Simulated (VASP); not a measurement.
Wanted: the native input for a VASP 6.6.1 run.

* Task: single point
* Functional: PBE
* Potentials or basis: VASP PAW PBE potentials, release 64 (Al, N)
* Cutoff: 600 eV
* k mesh: 10 × 10 × 10
* Occupations: gaussian, width 0.02 eV
* Spin: no spin polarisation
* Dipole correction: no
* Further INCAR settings: ALGO = Normal; EDIFF = 1e-06; NBANDS = 11

The structure of AlN lies in POSCAR:

```
AlN
1.0
    0.0000000000      2.0352655768      2.0352655768
    2.0352655768      0.0000000000      2.0352655768
    2.0352655768      2.0352655768      0.0000000000
Al N
1 1
Direct
    0.0000000000      0.0000000000      0.0000000000
    0.5000000000      0.5000000000      0.5000000000
```

One way to write it, as run:

INCAR

```
PREC = Accurate
ENCUT = 600
EDIFF = 1E-6
ISMEAR = 0
SIGMA = 0.02
LREAL = F
LASPH = T
NELM = 120
ALGO = Normal
ISIF = 2
LWAVE = F
LCHARG = T
GGA = PE
LELF = T
LVHAR = T
NBANDS = 11
GGA_COMPAT = F
```

KPOINTS

```
Automatic mesh
0
Gamma
  10 10 10
```

Potentials or basis: VASP PAW PBE potentials, release 64 (Al, N).

The run is started by

```console
$ cat potpaw_PBE.64/Al/POTCAR potpaw_PBE.64/N/POTCAR > POTCAR
$ mpirun -np 1 vasp_std > vasp.out
```

Results of the run:

The pressure is -0.4 GPa and the band gap on the k mesh is 4.41 eV (least direct gap 5.39 eV).

It took 7.1 s on 1 thread of AMD EPYC 9R45 96-Core Processor (Zen 5), on a shared host, peak memory 0.11 GiB.
